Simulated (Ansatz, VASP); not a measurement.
## Two plane-wave programs on PbS

Contents of INCAR:

```
ALGO     = Normal         # electronic algorithm
EDIFF    = 1E-6           # SCF threshold, eV
ENCUT    = 520            # plane-wave cutoff, eV
GGA      = PE             # functional
ISIF     = 2              # what is computed and relaxed
ISMEAR   = 0              # smearing method
LASPH    = T              # aspherical terms in the spheres
LCHARG   = F              # write CHGCAR
LREAL    = F              # projectors in reciprocal space
LWAVE    = F              # write WAVECAR
NBANDS   = 17             # bands
NELM     = 80             # most SCF steps
PREC     = Accurate       # precision mode
SIGMA    = 0.05           # smearing width, eV
```

File KPOINTS:

```
k-points
0
Gamma
  10 10 10
```

Contents of POSCAR:

```
PbS
1.0
    0.0332383131      3.3238313106      3.3238313106
    3.3570696237      0.0000000000      3.3570696237
    3.3238313106      3.3238313106      0.0332383131
Pb S
1 1
Direct
    0.0000000000      0.0000000000      0.0000000000
    0.2500000000      0.2500000000      0.2500000000
```

Input for Ansatz:

```yaml
crystal:
  lattice:
    - [0.0332383131, 3.3238313106, 3.3238313106]
    - [3.3570696237, 0.0, 3.3570696237]
    - [3.3238313106, 3.3238313106, 0.0332383131]
  atoms:
    - { symbol: Pb, position: [0.0, 0.0, 0.0] }
    - { symbol: S, position: [0.25, 0.25, 0.25] }
basis:
  ecutwfc: 420
  ecutrho_ratio: 4
kpoints:
  mp_grid: { grid: [10, 10, 10] }
hamiltonian:
  xc: pbe
scf:
  occupations: { method: gaussian, width: 0.05 }
output:
  forces: true
  stress: true
  eigenvalues: true
```

Change from the starting cell: strain e5 = +0.02, atoms carried along.

Alike in both runs: task single point; functional PBE; k mesh 10 × 10 × 10; occupations gaussian, width 0.05 eV; no spin polarisation.

|  | VASP | Ansatz |
| --- | --- | --- |
| version | VASP 6.6.1 | Ansatz 0.2.0 |
| potentials or method | VASP PAW PBE potentials, release 64 (Pb_d, S), cutoff 520 eV | scalar-relativistic, plane waves, PAW |
| valence electrons in the cell | 20 | 20 |

Ansatz gave:

- gap on the k mesh at the Fermi level (eV): 0.89
- least direct gap on the mesh (eV): 1.29
- pressure (GPa): 0.0
- traceless stress, the component that is largest in VASP (GPa): -0.06
- rms of the force components (eV/Å): 0.038

**Question.** Which values does VASP return?

**Answer.** gap on the k mesh at the Fermi level (eV): 0.89; least direct gap on the mesh (eV): 1.30; pressure (GPa): 0.0; traceless stress, the component that is largest in VASP (GPa): -0.07; rms of the force components (eV/Å): 0.038.

Atom by atom the forces differ by 0.000 eV/Å (rms over components). With one functional, cell and mesh, what is left measures potentials, basis and numerics.

Neither program's run includes spin-orbit coupling.
